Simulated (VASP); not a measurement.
# ZnIn2Cl4 (I4/mmm) in VASP: single point with PBE

Aim: the single point of ZnIn2Cl4 with PBE.

Everything below comes from runs of VASP 6.6.1. Logs are shortened: lines on timing, memory, paths and dates and some standing lists are left out, and cuts for length are marked.

### Step 1. The cell of the first run

Symmetry: I4/mmm, No. 139, tetragonal system. The conventional cell has a = 5.069 Å, b = 5.069 Å, c = 15.539 Å, α = 90.00°, β = 90.00°, γ = 90.00°. Within 3.2 Å of Zn (site symmetry 4/mmm) lie 6 Cl at 2.39 to 2.53 Å. Within 4.3 Å of In (site symmetry 4mm) lie 9 Cl at 3.24 to 3.59 Å and 4 Zn at 4.18 Å and 1 In at 4.29 Å. Cl (site symmetry 4mm) has 1 Zn at 2.39 Å and 1 In at 3.24 Å within 3.3 Å. Within 3.6 Å of Cl (site symmetry mmm) lie 2 Zn at 2.53 Å and 4 In at 3.32 Å and 8 Cl at 3.48 to 3.58 Å.

### Step 2. Single point, PBE

INCAR reads:

```
SYSTEM = ZnIn2Cl4
  PREC = Accurate
  ENCUT = 520
  EDIFF = 1E-7
  ISMEAR = 0
  SIGMA = 0.02
  LREAL = .False.
  LASPH = .True.
  NELM = 80
  ALGO = Normal
  ISIF = 2
  LWAVE = .False.
  LCHARG = .False.
  GGA = PE
  NBANDS = 42
```

KPOINTS reads:

```
regular mesh
0
Gamma
  8 8 8
  0 0 0
```

POSCAR reads:

```
ZnIn2Cl4
1.0
   -2.5343712211      2.5343712211      7.7693196565
    2.5343712211     -2.5343712211      7.7693196565
    2.5343712211      2.5343712211     -7.7693196565
Zn In Cl
1 2 4
Direct
    0.0000000000      0.0000000000      0.0000000000
    0.3618848421      0.3618848421      0.0000000000
    0.6381151579      0.6381151579      0.0000000000
    0.8464348522      0.8464348522      0.0000000000
    0.0000000000      0.5000000000      0.5000000000
    0.5000000000      0.0000000000      0.5000000000
    0.1535651478      0.1535651478      0.0000000000
```

Potentials or basis: VASP PAW PBE potentials, release 64 (Zn, In_d, Cl).

Launch:

```bash
$ cat potpaw_PBE.64/Zn/POTCAR potpaw_PBE.64/In_d/POTCAR potpaw_PBE.64/Cl/POTCAR > POTCAR
$ mpirun -np 1 vasp_std > vasp.out
```

OUTCAR:

```text
SYSTEM = ZnIn2Cl4
   PREC = Accurate
   ENCUT = 520
   EDIFF = 1E-7
   ISMEAR = 0
   LREAL = .False.
   LASPH = .True.
   NELM = 80
   ISIF = 2
   GGA = PE

 ion  position               nearest neighbor table
   1  0.000  0.000  0.000-   4 2.39   7 2.39   6 2.53   5 2.53   5 2.53   6 2.53
   2  0.362  0.362  0.000-   7 3.24   5 3.32   6 3.32   6 3.32   5 3.32
   3  0.638  0.638  0.000-   4 3.24   5 3.32   6 3.32   6 3.32   5 3.32
   4  0.846  0.846  0.000-   1 2.39   3 3.24
   5  0.000  0.500  0.500-   1 2.53   1 2.53   3 3.32   2 3.32   3 3.32   2 3.32
   6  0.500  0.000  0.500-   1 2.53   1 2.53   3 3.32   2 3.32   2 3.32   3 3.32
   7  0.154  0.154  0.000-   1 2.39   2 3.24

  LATTYP: Found a body centered tetragonal cell.
 ALAT       =     5.0687424422
 C/A-ratio  =     3.0655807609

  Lattice vectors:

 A1 = (  -2.5343712211,   2.5343712211,   7.7693196565)
 A2 = (   2.5343712211,  -2.5343712211,   7.7693196565)
 A3 = (   2.5343712211,   2.5343712211,  -7.7693196565)

Analysis of symmetry for initial positions (statically):
=====================================================================
 Subroutine PRICEL returns:
 Original cell was already a primitive cell.

 Routine SETGRP: Setting up the symmetry group for a
 body centered tetragonal supercell.

 Subroutine GETGRP returns: Found 16 space group operations
 (whereof 16 operations were pure point group operations)
 out of a pool of 16 trial point group operations.

The static configuration has the point symmetry D_4h.

Analysis of symmetry for dynamics (positions and initial velocities):
=====================================================================
 Subroutine PRICEL returns:
 Original cell was already a primitive cell.

 Routine SETGRP: Setting up the symmetry group for a
 body centered tetragonal supercell.

 Subroutine GETGRP returns: Found 16 space group operations
 (whereof 16 operations were pure point group operations)
 out of a pool of 16 trial point group operations.

The dynamic configuration has the point symmetry D_4h.

 Subroutine INISYM returns: Found 16 space group operations
 (whereof 16 operations are pure point group operations),
 and found     1 'primitive' translations

----------------------------------------------------------------------------------------

                                     Primitive cell

  volume of cell :     199.6105

  direct lattice vectors                    reciprocal lattice vectors
    -2.534371221  2.534371221  7.769319656     0.000000000  0.197287594  0.064355699
     2.534371221 -2.534371221  7.769319656     0.197287594  0.000000000  0.064355699
     2.534371221  2.534371221 -7.769319656     0.197287594  0.197287594  0.000000000

  length of vectors
     8.556190911  8.556190911  8.556190911     0.207518796  0.207518796  0.279006791

  position of ions in fractional coordinates (direct lattice)
     0.000000000  0.000000000  0.000000000
     0.361884842  0.361884842  0.000000000
     0.638115158  0.638115158  0.000000000
     0.846434852  0.846434852  0.000000000
     0.000000000  0.500000000  0.500000000
     0.500000000  0.000000000  0.500000000
     0.153565148  0.153565148  0.000000000

  ion indices of the primitive-cell ions
   primitive index   ion index
                 1           1
                 2           2
                 3           3
                 4           4
                 5           5
                 6           6
                 7           7

----------------------------------------------------------------------------------------

 KPOINTS: regular mesh

Automatic generation of k-mesh.
 Grid dimensions read from file:
 generate k-points for:    8    8    8

 Generating k-lattice:

  Cartesian coordinates                     Fractional coordinates (reciprocal lattice)
     0.000000000  0.024660949  0.008044462     0.125000000  0.000000000  0.000000000
     0.024660949  0.000000000  0.008044462     0.000000000  0.125000000  0.000000000
     0.024660949  0.024660949  0.000000000     0.000000000  0.000000000  0.125000000

  Length of vectors
     0.025939850  0.025939850  0.034875849

  Shift w.r.t. Gamma in fractional coordinates (k-lattice)
     0.000000000  0.000000000  0.000000000

 Subroutine IBZKPT returns following result:
 ===========================================

 Found     59 irreducible k-points:

 Following reciprocal coordinates:
            Coordinates               Weight
  0.000000  0.000000  0.000000      1.000000
  0.125000  0.000000  0.000000      8.000000
  0.250000  0.000000  0.000000      8.000000
  0.375000  0.000000  0.000000      8.000000
  0.500000  0.000000  0.000000      4.000000
  0.125000  0.125000  0.000000      8.000000
[... 16 lines left out ...]
  0.250000  0.125000  0.125000     16.000000
  0.375000  0.125000  0.125000      8.000000
 [... further k-points ...]
   k-points           NKPTS =     59   k-points in BZ     NKDIM =     59   number of bands    NBANDS=     42
   number of dos      NEDOS =    301   number of ions     NIONS =      7
   total plane-waves  NPLWV = 262144
   dimension x,y,z NGX =    64 NGY =   64 NGZ =   64
   dimension x,y,z NGXF=   128 NGYF=  128 NGZF=  128
   ions per type =               1   2   4
   NGX,Y,Z   is equivalent  to a cutoff of  12.44, 12.44, 12.44 a.u.
   NGXF,Y,Z  is equivalent  to a cutoff of  24.87, 24.87, 24.87 a.u.
 SYSTEM =  ZnIn2Cl4
   PREC   = accura    normal or accurate (medium, high low for compatibility)
   ISTART =      0    job   : 0-new  1-cont  2-samecut
   ICHARG =      2    charge: 1-file 2-atom 10-const
   ISPIN  =      1    spin polarized calculation?
   LNONCOLLINEAR =      F non collinear calculations
   LSORBIT =      F    spin-orbit coupling
   LASPH  =      T    aspherical Exc in radial PAW
   ENCUT  =  520.0 eV  38.22 Ry    6.18 a.u.  15.91 15.91 15.91*2*pi/ulx,y,z
   NELM   =     80;   NELMIN=  2; NELMDL= -5     # of ELM steps
   EDIFF  = 0.1E-06   stopping-criterion for ELM
   LREAL  =      F    real-space projection
   EDIFFG = 0.1E-05   stopping-criterion for IOM
   NSW    =      0    number of steps for IOM
   IBRION =     -1    ionic relax: 0-MD 1-quasi-New 2-CG
   NFREE  =      0    steps in history (QN), initial steepest desc. (CG)
   ISIF   =      2    stress and relaxation
   ISYM   =      2    0-nonsym 1-usesym 2-fastsym
   POTIM  = 0.5000    time-step for ionic-motion
   TEBEG  =    0.0;   TEEND  =   0.0 temperature during run
   PSTRESS=    0.0 pullay stress
   NELECT =      66.0000    total number of electrons
   NUPDOWN=      -1.0000    fix difference up-down
   EMIN   =  10.00;   EMAX   =-10.00  energy-range for DOS
   EFERMI =   0.00;   METHOD = LEGACY
   ISMEAR =     0;   SIGMA  =   0.02  broadening in eV -4-tet -1-fermi 0-gaus
   EFERMI_NEDOS =   21; number of points for ismear=-14 and -15
   IALGO  =     38    algorithm
   IMIX   =      4    mixing-type and parameters
     AMIX     =   0.40;   BMIX     =  1.00
     AMIX_MAG =   1.60;   BMIX_MAG =  1.00
  volume/ion in A,a.u.               =      28.52       192.43
  Fermi-wavevector in a.u.,A,eV,Ry     =   1.132040  2.139245 17.436055  1.281514
  Thomas-Fermi vector in A             =   2.268740
   LORBIT       =      0    0 simple, 1 ext, 2 COOP (PROOUT), +10 PAW based schemes
   GGA     = PE    functional components
   LHFCALC =     F    Hartree Fock is set to
   AEXX    =    0.0000 exact exchange contribution
   IVDW    =     0    specifies the selected vdW correction
   LEPSILON=     F    determine dielectric tensor
   LRPA    =     F    only Hartree local field effects (RPA)
 non-spin polarized calculation
 Gauss-broadening in eV      SIGMA  =   0.02
  energy-cutoff  :      520.00
  volume of cell :      199.61
 maximum number of plane-waves:      5424
   NGX = 31   NGY = 31   NGZ = 31

 number of electron      66.0000002 magnetization

 Free energy of the ion-electron system (eV)
  ---------------------------------------------------
  ext. energy  EPLUGINS =         0.00000000
  ---------------------------------------------------
  free energy    TOTEN  =       -19.95431802 eV

  energy without entropy =      -19.95431802  energy(sigma->0) =      -19.95431802

 E-fermi :   1.4428     XC(G=0):  -8.3582

 val. band max:        1.2868726084   @ k =   0.5000   0.5000   0.5000
 cond. band min:       3.4044910289   @ k =   0.0000   0.0000   0.0000
 fundamental gap:      2.1176184206
 Fermi energy:         1.4427551983

 k-point     1 :       0.0000    0.0000    0.0000
  band No.  band energies     occupation
      1     -13.2487      2.00000
      2     -12.5538      2.00000
      3     -12.3156      2.00000
      4     -12.2278      2.00000
      5     -11.6226      2.00000
      6     -11.6199      2.00000
[... 34 lines left out ...]
     41       8.7175      0.00000
     42       9.2192      0.00000

 k-point     2 :       0.1250    0.0000    0.0000
  band No.  band energies     occupation
      1     -13.2200      2.00000
      2     -12.5723      2.00000
      3     -12.3128      2.00000
      4     -12.2324      2.00000
      5     -11.6228      2.00000
      6     -11.6192      2.00000
[... 34 lines left out ...]
     41       8.7557      0.00000
     42       9.4428      0.00000

 k-point     3 :       0.2500    0.0000    0.0000
  band No.  band energies     occupation
      1     -13.1399      2.00000
      2     -12.6277      2.00000
      3     -12.3061      2.00000
      4     -12.2429      2.00000
      5     -11.6209      2.00000
      6     -11.6187      2.00000
[... 34 lines left out ...]
     41       9.0992      0.00000
     42       9.8765      0.00000

 k-point     4 :       0.3750    0.0000    0.0000
  band No.  band energies     occupation
      1     -13.0292      2.00000
      2     -12.7142      2.00000
      3     -12.2992      2.00000
      4     -12.2529      2.00000
      5     -11.6193      2.00000
      6     -11.6166      2.00000
[... 844 lines left out ...]
     41       9.1999      0.00000
     42       9.5410      0.00000

 k-point    23 :       0.2500    0.1250    0.1250
  band No.  band energies     occupation
      1     -12.9472      2.00000
      2     -12.7256      2.00000
      3     -12.3049      2.00000
      4     -12.3041      2.00000
      5     -11.6192      2.00000
      6     -11.6161      2.00000
[... 34 lines left out ...]
     41       8.4617      0.00000
     42       9.2529      0.00000

 k-point    24 :       0.3750    0.1250    0.1250
  band No.  band energies     occupation
      1     -12.8765      2.00000
      2     -12.7791      2.00000
      3     -12.3160      2.00000
      4     -12.3043      2.00000
      5     -11.6188      2.00000
      6     -11.6159      2.00000
[... 34 lines left out ...]
     41       7.8016      0.00000
     42       9.0933      0.00000

 [... further k-points ...]
[... 5 lines left out ...]
  --------------------------------------------------------------------------------------
  -------------------------------------------------------------------------------------
  Total       -0.0324238     -0.0324238      0.0039514      0.0000000     -0.0000000      0.0000000
  in kB       -0.2602504     -0.2602504      0.0317160      0.0000000     -0.0000000      0.0000000
  external PRESSURE =      -0.1629283 kB  Pullay stress =       0.0000000 kB

 VOLUME and BASIS-vectors are now :
 -----------------------------------------------------------------------------
  energy-cutoff  :      520.00
  volume of cell :      199.61
      direct lattice vectors                 reciprocal lattice vectors
    -2.534371221  2.534371221  7.769319656     0.000000000  0.197287594  0.064355699
     2.534371221 -2.534371221  7.769319656     0.197287594  0.000000000  0.064355699
     2.534371221  2.534371221 -7.769319656     0.197287594  0.197287594  0.000000000

 POSITION                                       TOTAL-FORCE (eV/Angst)
 -----------------------------------------------------------------------------------
      0.00000      0.00000      0.00000        -0.000000     -0.000000     -0.000000
      0.00000      0.00000      5.62320        -0.000000     -0.000000      0.000203
      0.00000      0.00000      9.91544        -0.000000     -0.000000     -0.000203
      0.00000      0.00000     13.15245         0.000000      0.000000     -0.012072
      2.53437      0.00000      0.00000        -0.000000     -0.000000     -0.000000
      0.00000      2.53437      0.00000        -0.000000     -0.000000      0.000000
      0.00000      0.00000      2.38619         0.000000      0.000000      0.012072
 -----------------------------------------------------------------------------------
    total drift:                                0.000000      0.000000     -0.000000

  FREE ENERGIE OF THE ION-ELECTRON SYSTEM (eV)
  ---------------------------------------------------
  free  energy   TOTEN  =       -19.9543180233 eV

  energy  without entropy=      -19.9543180233  energy(sigma->0) =      -19.95431802
```

Run time: 10 min. Hardware: 1 thread of AMD EPYC 9R45 (Zen 5), shared host; peak memory 0.82 GiB.

Results:

* Free energy: -19.9543 eV
* Pressure: 0.0 GPa
* Largest force: 0.012 eV/Å
* Band gap on the k mesh: 2.12 eV (least direct gap 2.58 eV)

Forces on the atoms (eV/Å):
```
Zn   0.000  0.000  0.000
In   0.000  0.000  0.000
In   0.000  0.000  0.000
Cl   0.000  0.000 -0.012
Cl   0.000  0.000  0.000
Cl   0.000  0.000  0.000
Cl   0.000  0.000  0.012
```

Levels at points of the mesh, in eV from the valence-band top:
```
           k point  band 29  band 30  band 31  band 32  band 33  band 34  band 35  band 36  band 37  band 38
(0.00, 0.00, 0.00)    -1.75    -1.75    -1.25    -1.25    -0.57     2.12     3.85     4.87     4.87     5.73
(0.50, 0.00, 0.00)    -1.40    -1.28    -0.93    -0.27    -0.22     3.31     3.92     4.16     4.18     4.68
(0.50, 0.50, 0.00)    -1.16    -1.07    -1.03    -0.90    -0.22     4.31     4.53     4.71     4.80     5.06
(0.50, 0.50, 0.50)    -1.53    -1.53    -1.44    -1.44     0.00     2.58     4.08     4.84     4.84     4.94
```

Caveat: spin-orbit coupling is left out, which moves the levels of the heavy elements.
